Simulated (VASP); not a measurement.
Wanted: the native input for a VASP 6.6.1 run.

- Task: single point
- Functional: PBEsol
- Potentials or basis: VASP PAW PBE potentials, release 64 (Be, S)
- Cutoff: 520 eV
- k mesh: 10 × 10 × 10
- Occupations: gaussian, width 0.05 eV
- Spin: no spin polarisation
- Dipole correction: no
- Further INCAR settings: ALGO = Normal; EDIFF = 1e-06; NBANDS = 11

The structure of BeS lies in POSCAR:

```
BeS
1.0
    0.0000000000      2.3721258004      2.5291884001
    2.5291884001      0.0000000000      2.5291884001
    2.5291884001      2.3721258004      0.0000000000
Be S
1 1
Direct
    0.0000000000      0.0000000000      0.0000000000
    0.7500000000      0.7500000000      0.7500000000
```

This cell differs from its parent crystal: volume 15.174 Å^3 an atom, c/a of the conventional cell 0.9379.

The input as run:

INCAR

```
PREC = Accurate
ENCUT = 520
EDIFF = 1E-6
ISMEAR = 0
SIGMA = 0.05
LREAL = F
LASPH = T
NELM = 100
ALGO = Normal
ISIF = 2
LWAVE = F
LCHARG = F
GGA = PS
NBANDS = 11
```

KPOINTS

```
Automatic mesh
0
Gamma
  10 10 10
```

Potentials or basis: VASP PAW PBE potentials, release 64 (Be, S).

Launch:

```sh
$ cat potpaw_PBE.64/Be/POTCAR potpaw_PBE.64/S/POTCAR > POTCAR
$ mpirun -np 1 vasp_std > vasp.out
```

Results of the run:

```
Pressure               : -5.8 GPa
Band gap on the k mesh : 2.59 eV, indirect (least direct gap 4.99 eV)
```

Caveat: the PAW data sets were made with another functional, which shifts forces and pressure a little.

Wall time 14 s on 1 thread of Intel(R) Xeon(R) 6975P-C (Granite Rapids), on a shared host, peak memory 0.17 GiB.
